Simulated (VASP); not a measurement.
# NbH (Immm) in VASP: single point with PBEsol

Aim: the single point of NbH with PBEsol.

All numbers are computed with VASP 6.6.1; they aren't measurements. Logs are shortened: lines on timing, memory, paths and dates and some standing lists are left out, and cuts for length are marked.

### Step 1. The cell of the first run

The structure is orthorhombic, space group Immm (No. 71). The conventional cell has a = 3.129 Å, b = 3.368 Å, c = 3.843 Å, α = 90.00°, β = 90.00°, γ = 90.00°. Within 2.5 Å of Nb (site symmetry mmm) lie 6 H at 1.92 to 2.30 Å. H (site symmetry mmm) has 6 Nb at 1.92 to 2.30 Å within 2.5 Å.

### Step 2. Single point, PBEsol (uniaxial strain along a: +6.0 %, then relaxed in part)

File INCAR:

```
ALGO = Normal
EDIFF = 1E-6
ENCUT = 520
GGA = PS
ISIF = 2
ISMEAR = 0
LASPH = True
LCHARG = False
LREAL = False
LWAVE = False
NBANDS = 22
NELM = 80
PREC = Accurate
SIGMA = 0.1
```

File KPOINTS:

```
k-points
0
Gamma
  14 14 12
```

File POSCAR:

```
NbH
1.0
    3.3683144506      0.0000000000      0.0000000000
    0.0000000000      3.1292621359      0.0000000000
    0.0000000000      0.0000000000      3.8429030648
Nb H
2 2
Direct
    0.0000000000      0.0000000000      0.0000000000
    0.5000000000      0.5000000000      0.5000000000
    0.0000000000      0.0000000000      0.5000000000
    0.5000000000      0.5000000000      0.0000000000
```

Potentials or basis: VASP PAW PBE potentials, release 64 (Nb_sv, H).

Run with:

```sh
> cat potpaw_PBE.64/Nb_sv/POTCAR potpaw_PBE.64/H/POTCAR > POTCAR
> mpirun -np 1 vasp_std > vasp.out
```

OUTCAR:

```text
EDIFF = 1E-6
   ENCUT = 520
   GGA = PS
   ISIF = 2
   ISMEAR = 0
   LASPH = True
   LREAL = False
   NELM = 80
   PREC = Accurate

 ion  position               nearest neighbor table
   1  0.000  0.000  0.000-   3 1.92   3 1.92   2 3.00   2 3.00   2 3.00   2 3.00   2 3.00   2 3.00
                             2 3.00   2 3.00
   2  0.500  0.500  0.500-   4 1.92   4 1.92   1 3.00   1 3.00   1 3.00   1 3.00   1 3.00   1 3.00
                             1 3.00   1 3.00
   3  0.000  0.000  0.500-   1 1.92   1 1.92
   4  0.500  0.500  0.000-   2 1.92   2 1.92

  LATTYP: Found a simple orthorhombic cell.
 ALAT       =     3.1292621359
 B/A-ratio  =     1.0763925502
 C/A-ratio  =     1.2280540581

  Lattice vectors:

 A1 = (   0.0000000000,  -3.1292621359,   0.0000000000)
 A2 = (   3.3683144506,   0.0000000000,   0.0000000000)
 A3 = (   0.0000000000,   0.0000000000,   3.8429030648)

Analysis of symmetry for initial positions (statically):
=====================================================================
 Subroutine PRICEL returns following result:

  LATTYP: Found a body centered orthorhombic cell.
 ALAT       =     3.1292621359
 B/A-ratio  =     1.0763925502
 C/A-ratio  =     1.2280540581

  Lattice vectors:

 A1 = (  -1.6841572253,   1.5646310679,  -1.9214515324)
 A2 = (   1.6841572253,  -1.5646310679,  -1.9214515324)
 A3 = (  -1.6841572253,  -1.5646310680,   1.9214515324)

   2 primitive cells build up your supercell.

 Routine SETGRP: Setting up the symmetry group for a
 simple orthorhombic supercell.

 Subroutine GETGRP returns: Found  8 space group operations
 (whereof  8 operations were pure point group operations)
 out of a pool of  8 trial point group operations.

The static configuration has the point symmetry D_2h.

Analysis of symmetry for dynamics (positions and initial velocities):
=====================================================================
 Subroutine PRICEL returns following result:

  LATTYP: Found a body centered orthorhombic cell.
 ALAT       =     3.1292621359
 B/A-ratio  =     1.0763925502
 C/A-ratio  =     1.2280540581

  Lattice vectors:

 A1 = (  -1.6841572253,   1.5646310679,  -1.9214515324)
 A2 = (   1.6841572253,  -1.5646310679,  -1.9214515324)
 A3 = (  -1.6841572253,  -1.5646310680,   1.9214515324)

   2 primitive cells build up your supercell.

 Routine SETGRP: Setting up the symmetry group for a
 simple orthorhombic supercell.

 Subroutine GETGRP returns: Found  8 space group operations
 (whereof  8 operations were pure point group operations)
 out of a pool of  8 trial point group operations.

The dynamic configuration has the point symmetry D_2h.

 Subroutine INISYM returns: Found  8 space group operations
 (whereof  8 operations are pure point group operations),
 and found     2 'primitive' translations

----------------------------------------------------------------------------------------

                                     Primitive cell

  volume of cell :      20.2528

  direct lattice vectors                    reciprocal lattice vectors
    -1.684157225  1.564631068 -1.921451532    -0.296884396  0.000000000 -0.260219939
     1.684157225 -1.564631068 -1.921451532    -0.000000000 -0.319564152 -0.260219939
    -1.684157225 -1.564631068  1.921451532    -0.296884396 -0.319564152  0.000000000

  length of vectors
     2.996069413  2.996069413  2.996069413     0.394784449  0.412111227  0.436189857

  position of ions in fractional coordinates (direct lattice)
     0.000000000  0.000000000  0.000000000
     0.500000000  0.500000000  0.000000000

  ion indices of the primitive-cell ions
   primitive index   ion index
                 1           1
                 2           3

----------------------------------------------------------------------------------------

 KPOINTS: k-points

Automatic generation of k-mesh.
 Grid dimensions read from file:
 generate k-points for:   14   14   12

 Generating k-lattice:

  Cartesian coordinates                     Fractional coordinates (reciprocal lattice)
     0.021206028  0.000000000  0.000000000     0.071428571  0.000000000  0.000000000
     0.000000000  0.022826011  0.000000000     0.000000000  0.071428571  0.000000000
     0.000000000  0.000000000  0.021684995     0.000000000  0.000000000  0.083333333

  Length of vectors
     0.021206028  0.022826011  0.021684995

  Shift w.r.t. Gamma in fractional coordinates (k-lattice)
     0.000000000  0.000000000  0.000000000

 Subroutine IBZKPT returns following result:
 ===========================================

 Found    448 irreducible k-points:

 Following reciprocal coordinates:
            Coordinates               Weight
  0.000000  0.000000  0.000000      1.000000
  0.071429  0.000000  0.000000      2.000000
  0.142857  0.000000  0.000000      2.000000
  0.214286  0.000000  0.000000      2.000000
  0.285714  0.000000  0.000000      2.000000
  0.357143  0.000000  0.000000      2.000000
[... 16 lines left out ...]
  0.428571  0.142857  0.000000      4.000000
  0.500000  0.142857  0.000000      2.000000
 [... further k-points ...]
   k-points           NKPTS =    448   k-points in BZ     NKDIM =    448   number of bands    NBANDS=     22
   number of dos      NEDOS =    301   number of ions     NIONS =      4
   total plane-waves  NPLWV =  20160
   dimension x,y,z NGX =    28 NGY =   24 NGZ =   30
   dimension x,y,z NGXF=    56 NGYF=   48 NGZF=   60
   ions per type =               2   2
   NGX,Y,Z   is equivalent  to a cutoff of  13.82, 12.75, 12.98 a.u.
   NGXF,Y,Z  is equivalent  to a cutoff of  27.64, 25.50, 25.96 a.u.
 SYSTEM =  unknown system
   PREC   = accura    normal or accurate (medium, high low for compatibility)
   ISTART =      0    job   : 0-new  1-cont  2-samecut
   ICHARG =      2    charge: 1-file 2-atom 10-const
   ISPIN  =      1    spin polarized calculation?
   LNONCOLLINEAR =      F non collinear calculations
   LSORBIT =      F    spin-orbit coupling
   LASPH  =      T    aspherical Exc in radial PAW
   ENCUT  =  520.0 eV  38.22 Ry    6.18 a.u.   6.26  5.82  7.15*2*pi/ulx,y,z
   NELM   =     80;   NELMIN=  2; NELMDL= -5     # of ELM steps
   EDIFF  = 0.1E-05   stopping-criterion for ELM
   LREAL  =      F    real-space projection
   EDIFFG = 0.1E-04   stopping-criterion for IOM
   NSW    =      0    number of steps for IOM
   IBRION =     -1    ionic relax: 0-MD 1-quasi-New 2-CG
   NFREE  =      0    steps in history (QN), initial steepest desc. (CG)
   ISIF   =      2    stress and relaxation
   ISYM   =      2    0-nonsym 1-usesym 2-fastsym
   POTIM  = 0.5000    time-step for ionic-motion
   TEBEG  =    0.0;   TEEND  =   0.0 temperature during run
   PSTRESS=    0.0 pullay stress
   NELECT =      28.0000    total number of electrons
   NUPDOWN=      -1.0000    fix difference up-down
   EMIN   =  10.00;   EMAX   =-10.00  energy-range for DOS
   EFERMI =   0.00;   METHOD = LEGACY
   ISMEAR =     0;   SIGMA  =   0.10  broadening in eV -4-tet -1-fermi 0-gaus
   EFERMI_NEDOS =   21; number of points for ismear=-14 and -15
   IALGO  =     38    algorithm
   IMIX   =      4    mixing-type and parameters
     AMIX     =   0.40;   BMIX     =  1.00
     AMIX_MAG =   1.60;   BMIX_MAG =  1.00
  volume/ion in A,a.u.               =      10.13        68.34
  Fermi-wavevector in a.u.,A,eV,Ry     =   1.447514  2.735405 28.508252  2.095297
  Thomas-Fermi vector in A             =   2.565460
   LORBIT       =      0    0 simple, 1 ext, 2 COOP (PROOUT), +10 PAW based schemes
   GGA     = PS    functional components
   LHFCALC =     F    Hartree Fock is set to
   AEXX    =    0.0000 exact exchange contribution
   IVDW    =     0    specifies the selected vdW correction
   LEPSILON=     F    determine dielectric tensor
   LRPA    =     F    only Hartree local field effects (RPA)
 non-spin polarized calculation
 Gauss-broadening in eV      SIGMA  =   0.10
  energy-cutoff  :      520.00
  volume of cell :       40.51
 maximum number of plane-waves:      1112
 NGX is ok and might be reduce to    28
   NGX = 13   NGY = 11   NGZ = 15

 number of electron      28.0000000 magnetization

 Free energy of the ion-electron system (eV)
  ---------------------------------------------------
  ext. energy  EPLUGINS =         0.00000000
  ---------------------------------------------------
  free energy    TOTEN  =       -29.18652195 eV

  energy without entropy =      -29.17720491  energy(sigma->0) =      -29.18186343

 E-fermi :  11.1289     XC(G=0): -12.5748

 val. band max:       11.1285657027   @ k =   0.1429   0.0000   0.3333
 cond. band min:      11.1316623297   @ k =   0.2143   0.0000   0.1667
 fundamental gap:      0.0030966270
 Fermi energy:        11.1289338866

 k-point     1 :       0.0000    0.0000    0.0000
  band No.  band energies     occupation
      1     -43.9961      2.00000
      2     -43.7408      2.00000
      3     -20.4742      2.00000
      4     -20.1741      2.00000
      5     -19.9642      2.00000
      6     -19.6200      2.00000
[... 14 lines left out ...]
     21      17.5951      0.00000
     22      19.2989      0.00000

 k-point     2 :       0.0714    0.0000    0.0000
  band No.  band energies     occupation
      1     -43.9922      2.00000
      2     -43.7433      2.00000
      3     -20.4631      2.00000
      4     -20.1781      2.00000
      5     -19.9574      2.00000
      6     -19.6303      2.00000
[... 14 lines left out ...]
     21      17.1638      0.00000
     22      19.6727      0.00000

 k-point     3 :       0.1429    0.0000    0.0000
  band No.  band energies     occupation
      1     -43.9808      2.00000
      2     -43.7507      2.00000
      3     -20.4306      2.00000
      4     -20.1881      2.00000
      5     -19.9377      2.00000
      6     -19.6607      2.00000
[... 14 lines left out ...]
     21      17.8426      0.00000
     22      20.6106      0.00000
[... 476 lines left out ...]
 k-point    23 :       0.4286    0.1429    0.0000
  band No.  band energies     occupation
      1     -43.8734      2.00000
      2     -43.8220      2.00000
      3     -20.2191      2.00000
      4     -20.1168      2.00000
      5     -20.1099      2.00000
      6     -19.9448      2.00000
[... 14 lines left out ...]
     21      21.0928      0.00000
     22      21.2508      0.00000

 k-point    24 :       0.5000    0.1429    0.0000
  band No.  band energies     occupation
      1     -43.8470      2.00000
      2     -43.8470      2.00000
      3     -20.1766      2.00000
      4     -20.1766      2.00000
      5     -20.0303      2.00000
      6     -20.0303      2.00000
[... 14 lines left out ...]
     21      21.2066      0.00000
     22      21.2067      0.00000

 [... further k-points ...]
[... 5 lines left out ...]
  --------------------------------------------------------------------------------------
  -------------------------------------------------------------------------------------
  Total       -3.5076509     -0.0841314     -0.1056615      0.0000000      0.0000000      0.0000000
  in kB     -138.7435934     -3.3277795     -4.1793939      0.0000000      0.0000000      0.0000000
  external PRESSURE =     -48.7502556 kB  Pullay stress =       0.0000000 kB

 VOLUME and BASIS-vectors are now :
 -----------------------------------------------------------------------------
  energy-cutoff  :      520.00
  volume of cell :       40.51
      direct lattice vectors                 reciprocal lattice vectors
     3.368314451  0.000000000  0.000000000     0.296884396  0.000000000  0.000000000
     0.000000000  3.129262136  0.000000000     0.000000000  0.319564152  0.000000000
     0.000000000  0.000000000  3.842903065     0.000000000  0.000000000  0.260219939

 POSITION                                       TOTAL-FORCE (eV/Angst)
 -----------------------------------------------------------------------------------
      0.00000      0.00000      0.00000        -0.000000     -0.000000     -0.000000
      1.68416      1.56463      1.92145        -0.000000      0.000000      0.000000
      0.00000      0.00000      1.92145        -0.000000     -0.000000     -0.000000
      1.68416      1.56463      0.00000         0.000000     -0.000000     -0.000000
 -----------------------------------------------------------------------------------
    total drift:                                0.000000      0.000000      0.000000

  FREE ENERGIE OF THE ION-ELECTRON SYSTEM (eV)
  ---------------------------------------------------
  free  energy   TOTEN  =       -29.1865219476 eV

  energy  without entropy=      -29.1772049131  energy(sigma->0) =      -29.18186343
```

Run time: 2.8 min. Hardware: 1 thread of Intel Xeon Platinum 8559C (Emerald Rapids), shared host; peak memory 0.41 GiB.

Results:

| Property | Result |
| --- | --- |
| Free energy | -29.1865 eV |
| Pressure | -4.9 GPa |
| Band gap on the k mesh | zero (bands 14 and 15 overlap by 1.84 eV) |

Levels at points of the mesh, in eV from the Fermi level:
```
           k point  band 10  band 11  band 12  band 13  band 14  band 15  band 16  band 17  band 18  band 19
(0.00, 0.00, 0.00)    -8.34    -3.84    -1.27    -0.37     0.57     0.61     1.70     3.74     4.17     4.24
(0.50, 0.00, 0.00)    -7.38    -2.76    -2.76    -0.92    -0.92     0.40     0.40     1.56     1.56     3.30
(0.00, 0.50, 0.00)    -7.13    -2.48    -2.48    -1.10    -1.10    -0.52    -0.52     1.10     1.10     4.67
(0.50, 0.50, 0.00)    -8.26    -3.25    -3.25     1.06     1.06     2.44     2.44     3.67     3.67     4.76
(0.00, 0.00, 0.50)    -7.24    -2.03    -2.03     0.04     0.04     0.59     0.59     0.73     0.73     1.96
(0.50, 0.00, 0.50)    -4.98    -4.49    -4.49    -1.42    -1.42    -0.09    -0.09     2.40     2.40     4.39
(0.00, 0.50, 0.50)    -4.68    -4.53    -4.53    -2.34    -2.34     0.29     0.29     3.50     3.50     4.29
(0.50, 0.50, 0.50)    -6.29    -2.21    -2.21    -1.77    -1.77     1.13     1.13     3.38     3.38     5.33
```

Caveat: the cell differs from its parent crystal (uniaxial strain along a: +6.0 %, then relaxed in part); the stress differs along the axes, from -14 to -0 GPa; the PAW data sets were made with another functional, which shifts forces and pressure a little.
